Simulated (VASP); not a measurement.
Set up this calculation in VASP 6.6.1, as the native input.

```
Task                   : single point
Functional             : PBE
Potentials or basis    : VASP PAW PBE potentials, release 64 (Cu_sv_GW, P)
Cutoff                 : 820 eV
k mesh                 : 4 × 4 × 4
Occupations            : gaussian, width 0.1 eV
Spin                   : no spin polarisation
Dipole correction      : no
Further INCAR settings : ALGO = Normal; EDIFF = 1e-06; NBANDS = 34
```

The structure of CuP6 lies in POSCAR:

```
CuP6
1.0
    5.4029475994      0.0000000000      0.0000000000
   -0.4251028052      5.4067760230      0.0000000000
   -0.2870108451     -2.5697698941      5.0828952709
Cu P
1 6
Direct
    0.0224976646      0.7711364519      0.7169098862
    0.1883038624      0.5364329153      0.9201081114
    0.5789461328      0.6771105708      0.8544918560
    0.7322522880      0.2985394312      0.8271769593
    0.6537425120      0.6125313501      0.4486024035
    0.5189122757      0.9831292953      0.4414920371
    0.3053452644      0.1211199855      0.7912187465
```

These files were run (other wordings do the same):

INCAR

```
SYSTEM = CuP6
PREC = Accurate
ENCUT = 820
EDIFF = 1E-6
ISMEAR = 0
SIGMA = 0.1
LREAL = .False.
LASPH = .True.
NELM = 120
ALGO = Normal
ISIF = 2
LWAVE = .False.
LCHARG = .False.
GGA = PE
NBANDS = 34
GGA_COMPAT = .False.
```

KPOINTS

```
regular mesh
0
Gamma
  4 4 4
  0 0 0
```

Potentials or basis: VASP PAW PBE potentials, release 64 (Cu_sv_GW, P).

The run is started by

```sh
$ cat potpaw_PBE.64/Cu_sv_GW/POTCAR potpaw_PBE.64/P/POTCAR > POTCAR
$ mpirun -np 1 vasp_std > vasp.out
```

Results of the run:

The pressure is 0.7 GPa and the largest force is 0.494 eV/Å. The band gap on the k mesh is zero (an odd number of electrons rules out a gap without spin polarisation).

Caveat: an odd number of electrons without spin polarisation forces a metal; a magnetic or distorted state may lie lower.

Run time: 5.5 min on 1 thread of Intel(R) Xeon(R) 6975P-C (Granite Rapids), on a shared host, peak memory 0.58 GiB.
